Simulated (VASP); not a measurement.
Runs of VASP 6.6.1 on Mo. The structure is that of space group Fd-3m (No. 227), or close to it. The cells are those of the table. This isn't the form of Mo at room conditions, which is bcc.

```tsv
cell	k mesh	gap on the mesh (eV)	pressure (GPa)
a = 3.996 Å, angles 60.0°, 2 atoms	11 × 11 × 11	none	0.8
a = 3.996 Å, angles 60.0°, 2 atoms	10 × 10 × 10	none	0.8
a = 4.100 Å, angles 60.0°, 2 atoms	11 × 11 × 11	none	-6.7
a = 4.049 Å, angles 60.0°, 2 atoms	11 × 11 × 11	none	(a)
a = 3.996 Å, angles 60.0°, 2 atoms	16 × 16 × 16	none	0.8
```

Alike in all rows: task single point; level r2SCAN; potentials or basis VASP PAW PBE potentials, release 64 (Mo_sv); no spin polarisation; cutoff (eV) 520; smearing fermi-dirac 0.1 eV.

**Question.** Fill in the values left out.

**Answer.** (a) -3.3.

Caveats: the PAW data sets were made with another functional, which shifts forces and pressure a little; the cell stands under tension (at least some runs).

A k mesh can miss the band edges, and the runs leave out spin-orbit coupling on Mo.

A gap of «none» marks levels without a gap at the run's occupations.
